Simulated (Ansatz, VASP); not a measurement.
**Ta: VASP beside Ansatz**

Contents of INCAR:

```
SYSTEM = Ta
ALGO = Normal ; EDIFF = 1E-6
ENCUT = 500 ; GGA_COMPAT = .FALSE.
ISIF = 2 ; ISMEAR = 0
LASPH = .TRUE. ; LCHARG = .FALSE.
LREAL = .FALSE. ; LWAVE = .FALSE.
NBANDS = 12 ; NELM = 120
PREC = Accurate ; SIGMA = 0.2
```

The input KPOINTS:

```
k-points
0
G
  20 20 20
  0 0 0
```

The input POSCAR:

```
Ta
1.0
   -1.6925620000      1.6099980000      1.6512800000
    1.6925620000     -1.6099980000      1.6512800000
    1.6925620000      1.6099980000     -1.6512800000
Ta
1
Direct
    0.0000000000      0.0000000000      0.0000000000
```

Input for Ansatz:

```yaml
crystal:
  lattice:
    - [-1.692562, 1.609998, 1.65128]
    - [1.692562, -1.609998, 1.65128]
    - [1.692562, 1.609998, -1.65128]
  atoms:
    - { symbol: Ta, position: [0.0, 0.0, 0.0] }
basis:
  ecutwfc: 420
kpoints:
  mp_grid: { grid: [20, 20, 20] }
hamiltonian:
  xc: lda
scf:
  occupations: { method: gaussian, width: 0.2 }
output:
  forces: true
  stress: true
  eigenvalues: true
```

Change from the starting cell: strain +0.0250 x Voigt [1, -1, 0, 0, 0, 0], atoms carried along.

Alike in both runs: task single point; functional LDA; k mesh 20 × 20 × 20; occupations gaussian, width 0.2 eV; no spin polarisation.

|  | VASP | Ansatz |
| --- | --- | --- |
| version | VASP 6.6.1 | Ansatz 0.2.0 |
| potentials or method | VASP PAW LDA potentials, release 64 (Ta_pv), cutoff 500 eV | scalar-relativistic, plane waves, PAW |
| valence electrons in the cell | 11 | 13 |

```tsv
	VASP	Ansatz	Ansatz less VASP
gap on the k mesh at the Fermi level (eV)	none	none	-
pressure (GPa)	-7.9	-8.6	-0.73
traceless stress, the component that is largest in VASP (GPa)	-2.74	-2.73	+0.011
```

LDA's correlation is that of Perdew and Zunger in VASP and of Perdew and Wang (1992) in Ansatz. A gap of «none» marks a metal or a gap that the smearing closes. VASP's potentials hold 11 valence electrons a cell and Ansatz's 13, so a difference there can come from the potentials and not from the codes.

Neither program's run includes spin-orbit coupling.
